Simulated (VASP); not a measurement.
# Ge (Fd-3m) in VASP: notebook, part 2 of 2

VASP 6.6.1.

## Step 3: Relaxation of cell and atoms, PBE, target pressure 390 GPa, at which the enthalpy is minimised

This run uses another cell than the first one, of 9.73 Å³/atom, 1.149 times its volume.

INCAR reads:

```
SYSTEM = Ge
  ALGO = Normal
  EDIFF = 1E-7
  EDIFFG = -0.005
  ENCUT = 600
  GGA = PE
  IBRION = 2
  ISIF = 3
  ISMEAR = -1
  LASPH = .TRUE.
  LCHARG = .FALSE.
  LREAL = .FALSE.
  LWAVE = .FALSE.
  NELM = 80
  NSW = 32
  PREC = Accurate
  PSTRESS = 3900.0
  SIGMA = 0.1
```

KPOINTS reads:

```
k-points
0
G
  15 15 15
  0 0 0
```

POSCAR reads:

```
Ge
1.0
    0.0000000000      2.1349718765      2.1349718765
    2.1349718765      0.0000000000      2.1349718765
    2.1349718765      2.1349718765      0.0000000000
Ge
2
Direct
   -0.1250000000     -0.1250000000     -0.1250000000
    0.1250000000      0.1250000000      0.1250000000
```

Potentials or basis: VASP PAW PBE potentials, release 64 (Ge_d).

Started as:

```sh
> cat potpaw_PBE.64/Ge_d/POTCAR > POTCAR
> mpirun -np 1 vasp_std > vasp.out
```

OUTCAR:

```text
SYSTEM = Ge
   EDIFF = 1E-7
   EDIFFG = -0.005
   ENCUT = 600
   GGA = PE
   IBRION = 2
   ISIF = 3
   ISMEAR = -1
   LASPH = .TRUE.
   LREAL = .FALSE.
   NELM = 80
   NSW = 32
   PREC = Accurate
   PSTRESS = 3900.0

 ion  position               nearest neighbor table
   1  0.875  0.875  0.875-   2 1.85   2 1.85   2 1.85   2 1.85
   2  0.125  0.125  0.125-   1 1.85   1 1.85   1 1.85   1 1.85

  LATTYP: Found a face centered cubic cell.
 ALAT       =     4.2699437530

  Lattice vectors:

 A1 = (   0.0000000000,   2.1349718765,   2.1349718765)
 A2 = (   2.1349718765,   0.0000000000,   2.1349718765)
 A3 = (   2.1349718765,   2.1349718765,   0.0000000000)

Analysis of symmetry for initial positions (statically):
=====================================================================
 Subroutine PRICEL returns:
 Original cell was already a primitive cell.

 Routine SETGRP: Setting up the symmetry group for a
 face centered cubic supercell.

 Subroutine GETGRP returns: Found 48 space group operations
 (whereof 12 operations were pure point group operations)
 out of a pool of 48 trial point group operations.

[... 163 lines left out ...]

  energy without entropy =        7.00823254  energy(sigma->0) =        7.00365910

------------------------ aborting loop because EDIFF is reached ----------------------------------------

  FORCE on cell =-STRESS in cart. coord.  units (eV):
  Direction    XX          YY          ZZ          XY          YZ          ZX
  --------------------------------------------------------------------------------------
  -------------------------------------------------------------------------------------
  Total       50.3735914     50.3735914     50.3735914      0.0000000     -0.0000000     -0.0000000
  in kB     4146.7420999   4146.7420999   4146.7420999      0.0000000     -0.0000000     -0.0000000
  external PRESSURE =     246.7420999 kB  Pullay stress =    3900.0000000 kB
[... 101 lines left out ...]
--------------------------------------- Ionic step        4  -------------------------------------------

 number of electron      28.0000026 magnetization

 Free energy of the ion-electron system (eV)
  ---------------------------------------------------
  ext. energy  EPLUGINS =         0.00000000
  ---------------------------------------------------
  free energy    TOTEN  =         6.09911168 eV

  energy without entropy =        6.10819276  energy(sigma->0) =        6.10365222

 E-fermi :  16.8147     XC(G=0): -14.5922

 val. band max:       16.7889866480   @ k =  -0.4000   0.4000   0.0000
 cond. band min:      16.8354392591   @ k =   0.0667   0.0667   0.0000
 fundamental gap:      0.0464526110
 Fermi energy:        16.8147042161

 k-point     1 :       0.0000    0.0000    0.0000
  band No.  band energies     occupation
      1     -11.4545      2.00000
      2     -11.4545      2.00000
      3     -11.4545      2.00000
      4     -11.3460      2.00000
      5     -11.3460      2.00000
      6      -9.9857      2.00000
[... 481 lines left out ...]
      5     -11.0324      2.00000
      6     -10.3068      2.00000
[... 10 lines left out ...]
     17      24.4236      0.00000
     18      24.6969      0.00000

 [... further k-points ...]
[... 5 lines left out ...]
  --------------------------------------------------------------------------------------
  -------------------------------------------------------------------------------------
  Total       48.2396367     48.2396367     48.2396367      0.0000000      0.0000000      0.0000000
  in kB     3899.2461955   3899.2461955   3899.2461955      0.0000000      0.0000000      0.0000000
  external PRESSURE =      -0.7538045 kB  Pullay stress =    3900.0000000 kB
[... 21 lines left out ...]
  energy  without entropy=        6.1081927602  energy(sigma->0) =        6.10365222

  enthalpy is  TOTEN    =        54.3480741146 eV   P V=       48.2489624307

 reached required accuracy - stopping structural energy minimisation
```

Wall time 86 s (1 thread of Intel Xeon 6975P-C (Granite Rapids), shared host); peak memory 0.17 GiB.

What came out:

```yaml
Free_energy: 6.0991 eV
Relaxed_volume: 9.91 Å³/atom
Relaxed_cell: a = 3.038 Å, b = 3.038 Å, c = 3.038 Å, α = 60.00°, β = 60.00°, γ = 60.00°
Space_group_after_relaxing_to_0.05_Å: Fd-3m (No. 227)
Energy_change_on_relaxing_the_enthalpy_is_what_falls: -450.0 meV/atom
Ionic_steps: 4
Pressure_after_relaxing: 389.9 GPa
Band_gap_on_the_k_mesh: zero (band 14 reaches 18.13 eV, above the bottom of band 15 at 16.20 eV)
```

The path:
```tsv
step	energy change (eV)	largest force (eV/Å)	pressure (GPa)	volume (Å³)
1	0.0000	0.0000	414.67	19.46
2	-8.2298	0.0000	197.39	24.00
3	-0.9980	0.0000	387.29	19.86
4	-0.9000	0.0000	389.92	19.82
```

Final structure:
```xyz
2
Lattice="0.0000 2.1480 2.1480 2.1480 0.0000 2.1480 2.1480 2.1480 0.0000" Properties=species:S:1:pos:R:3 pbc="T T T"
Ge    3.7590    3.7590    3.7590
Ge    0.5370    0.5370    0.5370
```

Levels at points of the mesh, in eV from the Fermi level:
```
           k point  band 10  band 11  band 12  band 13  band 14  band 15  band 16  band 17  band 18
(0.00, 0.00, 0.00)   -26.41   -21.71     1.31     1.31     1.31     3.20     3.20     3.20     9.17
```

Caveat: the cell is relaxed towards a set pressure, so the enthalpy falls and the energy may rise.

## Step 4: Single point, PBE

This run uses another cell than the first one, of 9.73 Å³/atom, 1.149 times its volume.

INCAR reads:

```
ALGO = Normal
EDIFF = 1E-6
ENCUT = 520
GGA = PE
ISIF = 2
ISMEAR = -1
LASPH = T
LCHARG = F
LREAL = F
LWAVE = F
NBANDS = 21
NELM = 80
PREC = Accurate
SIGMA = 0.1
```

KPOINTS reads:

```
k-points
0
Gamma
  15 15 15
```

POSCAR reads:

```
Ge
1.0
    0.0000000000      2.1349718764      2.1349718764
    2.1349718764      0.0000000000      2.1349718764
    2.1349718764      2.1349718764      0.0000000000
Ge
2
Direct
   -0.1250000000     -0.1250000000     -0.1250000000
    0.1250000000      0.1250000000      0.1250000000
```

Started as:

```sh
> cat potpaw_PBE.64/Ge_d/POTCAR > POTCAR
> mpirun -np 1 vasp_std > vasp.out
```

It took 36 s on 1 thread of Intel Xeon Platinum 8488C (Sapphire Rapids), shared host; peak memory 0.16 GiB.

The run converged. Its results:

* Free energy: 6.9996 eV
* Pressure: 414.7 GPa
* Band gap on the k mesh: zero (band 14 reaches 18.58 eV, above the bottom of band 15 at 16.56 eV)

Levels at points of the mesh, in eV from the Fermi level:
| k point | band 12 | band 13 | band 14 | band 15 | band 16 | band 17 |
| --- | --- | --- | --- | --- | --- | --- |
| (0.00, 0.00, 0.00) | 1.38 | 1.38 | 1.38 | 3.22 | 3.22 | 3.22 |

## Step 5: The runs side by side

| task | cell | cutoff (eV) | gap on the mesh (eV) | pressure (GPa) |
| --- | --- | --- | --- | --- |
| relaxation of cell and atoms | relaxed to 390 GPa from a = 2.883 Å, angles 60.0°, 2 atoms | 600 | none | 390.0 |
| relaxation of cell and atoms | relaxed to 390 GPa from a = 3.019 Å, angles 60.0°, 2 atoms | 600 | none | 389.9 |
| single point | a = 3.019 Å, angles 60.0°, 2 atoms | 520 | none | 414.7 |

Alike in all rows: level PBE; potentials or basis VASP PAW PBE potentials, release 64 (Ge_d); no spin polarisation; k mesh 15 × 15 × 15; smearing fermi-dirac 0.1 eV.

Caveats: the cell is relaxed towards a set pressure, so the enthalpy falls and the energy may rise (some runs); the volume moved by over 15 % at a fixed basis, so the end points are rough (some runs).

Total energies depend on the potentials used, so only differences within one code and one set of settings carry meaning.
